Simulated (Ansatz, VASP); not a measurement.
# One calculation of Au, two programs

File INCAR:

```
PREC = Accurate
ENCUT = 500
EDIFF = 1E-6
ISMEAR = 0
SIGMA = 0.15
LREAL = F
LASPH = T
NELM = 120
ALGO = Normal
ISIF = 2
LWAVE = F
LCHARG = F
GGA = CA
NBANDS = 12
GGA_COMPAT = F
```

KPOINTS

```
regular mesh
0
Gamma
  20 20 20
```

Contents of POSCAR:

```
Au
1.0
   -1.7069870700      1.7069870700      1.7069870700
    1.7069870700     -1.7069870700      1.7069870700
    1.7069870700      1.7069870700     -1.7069870700
Au
1
Direct
    0.0000000000      0.0000000000      0.0000000000
```

Input for Ansatz:

```yaml
crystal:
  lattice:
    - [-1.70698707, 1.70698707, 1.70698707]
    - [1.70698707, -1.70698707, 1.70698707]
    - [1.70698707, 1.70698707, -1.70698707]
  atoms:
    - { symbol: Au, position: [0.0, 0.0, 0.0] }
basis:
  ecutwfc: 420
kpoints:
  mp_grid: { grid: [20, 20, 20] }
hamiltonian:
  xc: lda
scf:
  occupations: { method: gaussian, width: 0.15 }
output:
  forces: true
  stress: true
  eigenvalues: true
```

Change from the starting cell: strain +0.030 along x and y, +0.030 along z, atoms carried along.

Alike in both runs: task single point; functional LDA; k mesh 20 × 20 × 20; occupations gaussian, width 0.15 eV; no spin polarisation.

|  | VASP | Ansatz |
| --- | --- | --- |
| version | VASP 6.6.1 | Ansatz 0.2.0 |
| potentials or method | VASP PAW LDA potentials, release 64 (Au), cutoff 500 eV | scalar-relativistic, plane waves, PAW |
| valence electrons in the cell | 11 | 19 |

```tsv
	VASP	Ansatz	Ansatz less VASP
gap on the k mesh at the Fermi level (eV)	none	none	-
pressure (GPa)	-20.1	-20.4	-0.32
```

LDA's correlation is that of Perdew and Zunger in VASP and of Perdew and Wang (1992) in Ansatz. A gap of «none» marks a metal or a gap that the smearing closes. VASP's potentials hold 11 valence electrons a cell and Ansatz's 19, so a difference there can come from the potentials and not from the codes.

Neither program's run includes spin-orbit coupling.
